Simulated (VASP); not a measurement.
# Sr (I4_1/amd) in VASP: further runs

The runs below take Sr through single point, with BLYP, LDA, PBEsol.

All numbers are computed with VASP 6.6.1; they aren't measurements. Logs are shortened: lines on timing, memory, paths and dates and some standing lists are left out, and cuts for length are marked.

## (1) The cell of the first run

It takes space group I4_1/amd (No. 141, tetragonal). Conventional cell: a = 7.413 Å, b = 7.413 Å, c = 4.042 Å, α = 90.00°, β = 90.00°, γ = 90.00°. Within 5.0 Å of Sr (site symmetry -4m2) lie 10 Sr at 3.84 to 4.79 Å.

## (2) Single point, BLYP

The input, INCAR:

```
PREC = Accurate
ENCUT = 520
EDIFF = 1E-6
ISMEAR = -1
SIGMA = 0.3
LREAL = F
LASPH = T
NELM = 60
ALGO = Normal
ISIF = 2
LWAVE = F
LCHARG = F
GGA = B5
ALDAX = 1.0
AGGAX = 1.0
AGGAC = 1.0
ALDAC = 0.0
NBANDS = 17
```

The input, KPOINTS:

```
regular mesh
0
Gamma
  8 8 8
```

The input, POSCAR:

```
Sr
1.0
    5.6176620000      0.0000000000      0.0000000000
   -4.1636973586      3.7711736439      0.0000000000
   -0.7269826297     -1.8855876235      5.2415820051
Sr
2
Direct
    0.7500000000      0.2500000000      0.5000000000
    0.0000000000      0.0000000000      0.0000000000
```

Potentials or basis: VASP PAW PBE potentials, release 64 (Sr_sv).

On the command line:

```console
$ cat potpaw_PBE.64/Sr_sv/POTCAR > POTCAR
$ mpirun -np 1 vasp_std > vasp.out
```

OUTCAR:

```text
PREC = Accurate
   ENCUT = 520
   EDIFF = 1E-6
   ISMEAR = -1
   LREAL = F
   LASPH = T
   NELM = 60
   ISIF = 2
   GGA = B5

 ion  position               nearest neighbor table
   1  0.750  0.250  0.500-   2 3.84   2 3.84   2 3.84   2 3.84   2 4.79   2 4.79   2 4.79   2 4.79

   2  0.000  0.000  0.000-   1 3.84   1 3.84   1 3.84   1 3.84   1 4.79   1 4.79   1 4.79   1 4.79

  LATTYP: Found a body centered tetragonal cell.
 ALAT       =     7.4127165941
 C/A-ratio  =     0.5452457973

  Lattice vectors:

 A1 = (   5.6176620000,   0.0000000000,   0.0000000000)
 A2 = (  -4.1636973586,   3.7711736439,   0.0000000000)
 A3 = (  -0.7269826297,  -1.8855876235,   5.2415820051)

Analysis of symmetry for initial positions (statically):
=====================================================================
 Subroutine PRICEL returns:
 Original cell was already a primitive cell.

 Routine SETGRP: Setting up the symmetry group for a
 body centered tetragonal supercell.

 Subroutine GETGRP returns: Found 16 space group operations
 (whereof  8 operations were pure point group operations)
 out of a pool of 16 trial point group operations.

The static configuration has the point symmetry D_2d.
 The point group associated with its full space group is D_4h.

Analysis of symmetry for dynamics (positions and initial velocities):
=====================================================================
 Subroutine PRICEL returns:
 Original cell was already a primitive cell.

 Routine SETGRP: Setting up the symmetry group for a
 body centered tetragonal supercell.

 Subroutine GETGRP returns: Found 16 space group operations
 (whereof  8 operations were pure point group operations)
 out of a pool of 16 trial point group operations.

The dynamic configuration has the point symmetry D_2d.
 The point group associated with its full space group is D_4h.

 Subroutine INISYM returns: Found 16 space group operations
 (whereof  8 operations are pure point group operations),
 and found     1 'primitive' translations

----------------------------------------------------------------------------------------

                                     Primitive cell

  volume of cell :     111.0439

  direct lattice vectors                    reciprocal lattice vectors
     5.617662000  0.000000000  0.000000000     0.178009998  0.196538221  0.095391088
    -4.163697359  3.771173644  0.000000000     0.000000000  0.265169439  0.095391088
    -0.726982630 -1.885587623  5.241582005     0.000000000  0.000000000  0.190782096

  length of vectors
     5.617662000  5.617662000  5.617662000     0.281805414  0.281805414  0.190782096

  position of ions in fractional coordinates (direct lattice)
     0.750000000  0.250000000  0.500000000
     0.000000000  0.000000000  0.000000000

  ion indices of the primitive-cell ions
   primitive index   ion index
                 1           1
                 2           2

----------------------------------------------------------------------------------------

 KPOINTS: regular mesh

Automatic generation of k-mesh.
 Grid dimensions read from file:
 generate k-points for:    8    8    8

 Generating k-lattice:

  Cartesian coordinates                     Fractional coordinates (reciprocal lattice)
     0.022251250  0.024567278  0.011923886     0.125000000  0.000000000  0.000000000
     0.000000000  0.033146180  0.011923886     0.000000000  0.125000000 -0.000000000
     0.000000000  0.000000000  0.023847762     0.000000000  0.000000000  0.125000000

  Length of vectors
     0.035225677  0.035225677  0.023847762

  Shift w.r.t. Gamma in fractional coordinates (k-lattice)
     0.000000000  0.000000000  0.000000000

 Subroutine IBZKPT returns following result:
 ===========================================

 Found     59 irreducible k-points:

 Following reciprocal coordinates:
            Coordinates               Weight
  0.000000  0.000000  0.000000      1.000000
  0.125000  0.000000  0.000000      8.000000
  0.250000  0.000000  0.000000      8.000000
  0.375000  0.000000 -0.000000      8.000000
  0.500000  0.000000  0.000000      4.000000
  0.125000  0.125000  0.000000      8.000000
[... 16 lines left out ...]
  0.250000  0.125000  0.125000     16.000000
  0.375000  0.125000  0.125000      8.000000
 [... further k-points ...]
   k-points           NKPTS =     59   k-points in BZ     NKDIM =     59   number of bands    NBANDS=     17
   number of dos      NEDOS =    301   number of ions     NIONS =      2
   total plane-waves  NPLWV =  74088
   dimension x,y,z NGX =    42 NGY =   42 NGZ =   42
   dimension x,y,z NGXF=    84 NGYF=   84 NGZF=   84
   ions per type =               2
   NGX,Y,Z   is equivalent  to a cutoff of  12.43, 12.43, 12.43 a.u.
   NGXF,Y,Z  is equivalent  to a cutoff of  24.86, 24.86, 24.86 a.u.
 SYSTEM =  unknown system
   PREC   = accura    normal or accurate (medium, high low for compatibility)
   ISTART =      0    job   : 0-new  1-cont  2-samecut
   ICHARG =      2    charge: 1-file 2-atom 10-const
   ISPIN  =      1    spin polarized calculation?
   LNONCOLLINEAR =      F non collinear calculations
   LSORBIT =      F    spin-orbit coupling
   LASPH  =      T    aspherical Exc in radial PAW
   ENCUT  =  520.0 eV  38.22 Ry    6.18 a.u.  10.45 10.45 10.45*2*pi/ulx,y,z
   NELM   =     60;   NELMIN=  2; NELMDL= -5     # of ELM steps
   EDIFF  = 0.1E-05   stopping-criterion for ELM
   LREAL  =      F    real-space projection
   EDIFFG = 0.1E-04   stopping-criterion for IOM
   NSW    =      0    number of steps for IOM
   IBRION =     -1    ionic relax: 0-MD 1-quasi-New 2-CG
   NFREE  =      0    steps in history (QN), initial steepest desc. (CG)
   ISIF   =      2    stress and relaxation
   ISYM   =      2    0-nonsym 1-usesym 2-fastsym
   POTIM  = 0.5000    time-step for ionic-motion
   TEBEG  =    0.0;   TEEND  =   0.0 temperature during run
   PSTRESS=    0.0 pullay stress
   NELECT =      20.0000    total number of electrons
   NUPDOWN=      -1.0000    fix difference up-down
   EMIN   =  10.00;   EMAX   =-10.00  energy-range for DOS
   EFERMI =   0.00;   METHOD = LEGACY
   ISMEAR =    -1;   SIGMA  =   0.30  broadening in eV -4-tet -1-fermi 0-gaus
   EFERMI_NEDOS =   21; number of points for ismear=-14 and -15
   IALGO  =     38    algorithm
   IMIX   =      4    mixing-type and parameters
     AMIX     =   0.40;   BMIX     =  1.00
     AMIX_MAG =   1.60;   BMIX_MAG =  1.00
  volume/ion in A,a.u.               =      55.52       374.68
  Fermi-wavevector in a.u.,A,eV,Ry     =   0.924528  1.747104 11.629603  0.854752
  Thomas-Fermi vector in A             =   2.050283
   LORBIT       =      0    0 simple, 1 ext, 2 COOP (PROOUT), +10 PAW based schemes
   GGA     = B5    functional components
   LHFCALC =     F    Hartree Fock is set to
   AEXX    =    0.0000 exact exchange contribution
   IVDW    =     0    specifies the selected vdW correction
   LEPSILON=     F    determine dielectric tensor
   LRPA    =     F    only Hartree local field effects (RPA)
 non-spin polarized calculation
  energy-cutoff  :      520.00
  volume of cell :      111.04
 maximum number of plane-waves:      3035
 NGX is ok and might be reduce to    42
   NGX = 21   NGY = 21   NGZ = 21

 number of electron      20.0000001 magnetization

 Free energy of the ion-electron system (eV)
  ---------------------------------------------------
  ext. energy  EPLUGINS =         0.00000000
  ---------------------------------------------------
  free energy    TOTEN  =        -1.81074566 eV

  energy without entropy =       -0.97976218  energy(sigma->0) =       -1.39525392

 E-fermi :   1.8450     XC(G=0):  -6.8483

 val. band max:        1.8413055210   @ k =  -0.3750  -0.3750   0.3750
 cond. band min:       1.8468625549   @ k =   0.3750   0.1250   0.1250
 fundamental gap:      0.0055570340
 Fermi energy:         1.8449539449

 k-point     1 :       0.0000    0.0000    0.0000
  band No.  band energies     occupation
      1     -34.8175      2.00000
      2     -34.7787      2.00000
      3     -16.9833      2.00000
      4     -16.9833      2.00000
      5     -16.7500      2.00000
      6     -16.7463      2.00000
[... 9 lines left out ...]
     16       5.2707      0.00002
     17       5.2757      0.00002

 k-point     2 :       0.1250    0.0000    0.0000
  band No.  band energies     occupation
      1     -34.8148      2.00000
      2     -34.7785      2.00000
      3     -16.9811      2.00000
      4     -16.9708      2.00000
      5     -16.7807      2.00000
      6     -16.7731      2.00000
[... 9 lines left out ...]
     16       4.7686      0.00012
     17       4.9098      0.00007

 k-point     3 :       0.2500    0.0000    0.0000
  band No.  band energies     occupation
      1     -34.8081      2.00000
      2     -34.7783      2.00000
      3     -16.9757      2.00000
      4     -16.9431      2.00000
      5     -16.8474      2.00000
      6     -16.8294      2.00000
[... 9 lines left out ...]
     16       4.4688      0.00032
     17       4.5233      0.00027

 k-point     4 :       0.3750    0.0000   -0.0000
  band No.  band energies     occupation
      1     -34.8007      2.00000
      2     -34.7788      2.00000
      3     -16.9703      2.00000
      4     -16.9402      2.00000
      5     -16.9095      2.00000
      6     -16.8547      2.00000
[... 9 lines left out ...]
     16       4.3986      0.00040
     17       5.1929      0.00003

 k-point     5 :       0.5000    0.0000    0.0000
  band No.  band energies     occupation
      1     -34.7971      2.00000
      2     -34.7795      2.00000
      3     -16.9681      2.00000
      4     -16.9573      2.00000
      5     -16.9325      2.00000
      6     -16.8379      2.00000
[... 9 lines left out ...]
     16       4.5586      0.00024
     17       5.1708      0.00003

 k-point     6 :       0.1250    0.1250    0.0000
  band No.  band energies     occupation
      1     -34.8093      2.00000
      2     -34.7771      2.00000
      3     -16.9662      2.00000
      4     -16.9642      2.00000
      5     -16.8382      2.00000
      6     -16.8358      2.00000
[... 9 lines left out ...]
     16       4.3017      0.00056
     17       4.4156      0.00038

 k-point     7 :       0.2500    0.1250    0.0000
  band No.  band energies     occupation
      1     -34.8022      2.00000
      2     -34.7773      2.00000
      3     -16.9662      2.00000
      4     -16.9486      2.00000
      5     -16.8988      2.00000
      6     -16.8809      2.00000
[... 9 lines left out ...]
     16       4.4720      0.00031
     17       5.0490      0.00005

 k-point     8 :       0.3750    0.1250   -0.0000
  band No.  band energies     occupation
      1     -34.7971      2.00000
      2     -34.7795      2.00000
      3     -16.9747      2.00000
      4     -16.9478      2.00000
      5     -16.9277      2.00000
      6     -16.8658      2.00000
[... 9 lines left out ...]
     16       4.4443      0.00035
     17       5.3330      0.00002
[... 203 lines left out ...]
      1     -34.8002      2.00000
      2     -34.7929      2.00000
      3     -16.9242      2.00000
      4     -16.8824      2.00000
      5     -16.8720      2.00000
      6     -16.8276      2.00000
[... 9 lines left out ...]
     16       4.5550      0.00024
     17       5.3751      0.00002

 k-point    20 :      -0.3750    0.3750    0.0000
  band No.  band energies     occupation
      1     -34.8054      2.00000
      2     -34.7906      2.00000
      3     -16.9200      2.00000
      4     -16.9171      2.00000
      5     -16.8378      2.00000
      6     -16.8254      2.00000
[... 9 lines left out ...]
     16       4.8750      0.00008
     17       5.6178      0.00001

 k-point    21 :       0.5000    0.5000    0.0000
  band No.  band energies     occupation
      1     -34.7980      2.00000
      2     -34.7980      2.00000
      3     -16.8797      2.00000
      4     -16.8797      2.00000
      5     -16.8726      2.00000
      6     -16.8726      2.00000
[... 9 lines left out ...]
     16       4.2715      0.00061
     17       5.7549      0.00000

 k-point    22 :       0.1250    0.1250    0.1250
  band No.  band energies     occupation
      1     -34.8055      2.00000
      2     -34.7809      2.00000
      3     -16.9506      2.00000
      4     -16.9428      2.00000
      5     -16.8487      2.00000
      6     -16.8317      2.00000
[... 9 lines left out ...]
     16       4.4641      0.00032
     17       4.5030      0.00028

 k-point    23 :       0.2500    0.1250    0.1250
  band No.  band energies     occupation
      1     -34.7982      2.00000
      2     -34.7813      2.00000
      3     -16.9616      2.00000
      4     -16.9297      2.00000
      5     -16.9025      2.00000
      6     -16.8547      2.00000
[... 9 lines left out ...]
     16       4.6930      0.00015
     17       5.2622      0.00002

 k-point    24 :       0.3750    0.1250    0.1250
  band No.  band energies     occupation
      1     -34.7946      2.00000
      2     -34.7821      2.00000
      3     -16.9750      2.00000
      4     -16.9412      2.00000
      5     -16.9146      2.00000
      6     -16.8322      2.00000
[... 9 lines left out ...]
     16       4.6958      0.00015
     17       5.1698      0.00003

 [... further k-points ...]

------------------------ aborting loop because EDIFF is reached ----------------------------------------

  FORCE on cell =-STRESS in cart. coord.  units (eV):
  Direction    XX          YY          ZZ          XY          YZ          ZX
  --------------------------------------------------------------------------------------
  -------------------------------------------------------------------------------------
  Total        0.5564795      0.3104124      0.5994427     -0.1114348     -0.0000001     -0.0000000
  in kB        8.0290692      4.4787321      8.6489577     -1.6078183     -0.0000013     -0.0000005
  external PRESSURE =       7.0522530 kB  Pullay stress =       0.0000000 kB

 VOLUME and BASIS-vectors are now :
 -----------------------------------------------------------------------------
  energy-cutoff  :      520.00
  volume of cell :      111.04
      direct lattice vectors                 reciprocal lattice vectors
     5.617662000  0.000000000  0.000000000     0.178009998  0.196538221  0.095391088
    -4.163697359  3.771173644  0.000000000     0.000000000  0.265169439  0.095391088
    -0.726982630 -1.885587623  5.241582005     0.000000000  0.000000000  0.190782096

 POSITION                                       TOTAL-FORCE (eV/Angst)
 -----------------------------------------------------------------------------------
      2.80883     -0.00000      2.62079        -0.000000     -0.000000      0.000000
      0.00000      0.00000      0.00000         0.000000      0.000000     -0.000000
 -----------------------------------------------------------------------------------
    total drift:                                0.000000     -0.000000     -0.000000

  FREE ENERGIE OF THE ION-ELECTRON SYSTEM (eV)
  ---------------------------------------------------
  free  energy   TOTEN  =        -1.8107456563 eV

  energy  without entropy=       -0.9797621771  energy(sigma->0) =       -1.39525392
```

Wall time 2.2 min (1 thread of AMD EPYC 7R43 (Zen 3), shared host); peak memory 0.26 GiB.

What came out:

```yaml
Free_energy: -1.8107 eV
Pressure: 0.7 GPa
Band_gap_on_the_k_mesh: zero (bands 10 and 11 overlap by 0.47 eV)
```

Stress tensor (GPa, compression positive):
```
 0.80 -0.16  0.00
-0.16  0.45  0.00
 0.00  0.00  0.86
```

Levels at points of the mesh, in eV from the Fermi level:
```tsv
k point	band 7	band 8	band 9	band 10	band 11	band 12	band 13	band 14
(0.00, 0.00, 0.00)	-18.59	-18.59	-3.39	-0.31	0.64	1.01	1.64	2.78
(0.50, 0.00, 0.00)	-18.66	-18.57	-0.81	-0.01	0.05	1.01	1.21	1.84
(0.50, 0.50, 0.00)	-18.58	-18.58	-1.79	-1.79	1.06	1.06	1.57	1.57
(0.50, 0.50, 0.50)	-18.56	-18.56	-1.13	-1.13	0.10	0.10	1.58	1.58
```

Caveat: so wide a smearing shifts energies and pressures; the PAW data sets were made with another functional, which shifts forces and pressure a little.

## (3) Single point, LDA

The input, INCAR:

```
SYSTEM = Sr
ALGO     = Normal         ! electronic algorithm
EDIFF    = 1E-6           ! SCF threshold, eV
ENCUT    = 520            ! plane-wave cutoff, eV
GGA      = CA             ! functional
ISIF     = 2              ! what is computed and relaxed
ISMEAR   = -1             ! smearing method
LASPH    = .TRUE.         ! aspherical terms in the spheres
LCHARG   = .FALSE.        ! write CHGCAR
LREAL    = .FALSE.        ! projectors in reciprocal space
LWAVE    = .FALSE.        ! write WAVECAR
NBANDS   = 17             ! bands
NELM     = 100            ! most SCF steps
PREC     = Accurate       ! precision mode
SIGMA    = 0.3            ! smearing width, eV
```

The input, KPOINTS:

```
k-points
0
G
  8 8 8
  0 0 0
```

POSCAR is that of step 2.

Potentials or basis: VASP PAW LDA potentials, release 64 (Sr_sv).

On the command line:

```console
$ cat potpaw_LDA.64/Sr_sv/POTCAR > POTCAR
$ mpirun -np 1 vasp_std > vasp.out
```

Wall time 2.1 min (1 thread of AMD EPYC 7R43 (Zen 3), shared host); peak memory 0.22 GiB.

It converged, with:

| Property | Result |
| --- | --- |
| Free energy | -3.6639 eV |
| Pressure | -0.9 GPa |
| Band gap on the k mesh | zero (bands 10 and 11 overlap by 0.51 eV) |

Stress tensor (GPa, compression positive):
```
-0.81 -0.15  0.00
-0.15 -1.14  0.00
 0.00  0.00 -0.75
```

Levels at points of the mesh, in eV from the Fermi level:
```
           k point  band 8  band 9  band 10  band 11  band 12  band 13
(0.00, 0.00, 0.00)  -18.37   -3.44    -0.29     0.65     1.04     1.69
(0.50, 0.00, 0.00)  -18.36   -0.83     0.02     0.02     1.02     1.24
(0.50, 0.50, 0.00)  -18.37   -1.82    -1.82     1.09     1.09     1.58
(0.50, 0.50, 0.50)  -18.35   -1.15    -1.15     0.05     0.05     1.63
```

Caveat: so wide a smearing shifts energies and pressures.

## (4) Single point, PBEsol

The input, INCAR:

```
PREC     = Accurate       # precision mode
ENCUT    = 520            # plane-wave cutoff, eV
EDIFF    = 1E-6           # SCF threshold, eV
ISMEAR   = -1             # smearing method
SIGMA    = 0.3            # smearing width, eV
LREAL    = F              # projectors in reciprocal space
LASPH    = T              # aspherical terms in the spheres
NELM     = 60             # most SCF steps
ALGO     = Normal         # electronic algorithm
ISIF     = 2              # what is computed and relaxed
LWAVE    = F              # write WAVECAR
LCHARG   = F              # write CHGCAR
GGA      = PS             # functional
NBANDS   = 17             # bands
```

The input, KPOINTS:

```
Automatic mesh
0
Gamma
  8 8 8
```

POSCAR is that of step 3.

Potentials or basis: VASP PAW PBE potentials, release 64 (Sr_sv).

On the command line:

```console
$ cat potpaw_PBE.64/Sr_sv/POTCAR > POTCAR
$ mpirun -np 1 vasp_std > vasp.out
```

It took 1.8 min on 1 thread of AMD EPYC 7R43 (Zen 3), shared host; peak memory 0.26 GiB.

Results (log left out):

```yaml
Free_energy: -3.5811 eV
Pressure: -0.2 GPa
Band_gap_on_the_k_mesh: zero (bands 10 and 11 overlap by 0.55 eV)
```

Stress tensor (GPa, compression positive):
```
-0.17 -0.13  0.00
-0.13 -0.46  0.00
 0.00  0.00 -0.12
```

Levels at points of the mesh, in eV from the Fermi level:
| k point | band 6 | band 7 | band 8 | band 9 | band 10 | band 11 | band 12 | band 13 | band 14 | band 15 |
| --- | --- | --- | --- | --- | --- | --- | --- | --- | --- | --- |
| (0.00, 0.00, 0.00) | -18.40 | -18.40 | -18.40 | -3.44 | -0.29 | 0.72 | 1.12 | 1.77 | 2.69 | 2.69 |
| (0.50, 0.00, 0.00) | -18.49 | -18.47 | -18.38 | -0.81 | -0.03 | 0.02 | 1.08 | 1.31 | 1.85 | 2.53 |
| (0.50, 0.50, 0.00) | -18.53 | -18.39 | -18.39 | -1.83 | -1.83 | 1.13 | 1.13 | 1.63 | 1.63 | 2.57 |
| (0.50, 0.50, 0.50) | -18.41 | -18.37 | -18.37 | -1.11 | -1.11 | -0.02 | -0.02 | 1.71 | 1.71 | 3.36 |

Caveat: so wide a smearing shifts energies and pressures; the PAW data sets were made with another functional, which shifts forces and pressure a little.

## (5) Summary

```tsv
level	potentials or basis	gap on the mesh (eV)	pressure (GPa)
BLYP	VASP PAW PBE potentials, release 64 (Sr_sv)	none	0.7
LDA	VASP PAW LDA potentials, release 64 (Sr_sv)	none	-0.9
PBEsol	VASP PAW PBE potentials, release 64 (Sr_sv)	none	-0.2
```

Alike in all rows: task single point; no spin polarisation; cell as given; k mesh 8 × 8 × 8; cutoff (eV) 520; smearing fermi-dirac 0.3 eV.

Caveats: so wide a smearing shifts energies and pressures; the PAW data sets were made with another functional, which shifts forces and pressure a little (at least some runs).

Absolute energies hang on the potentials; compare differences alone.
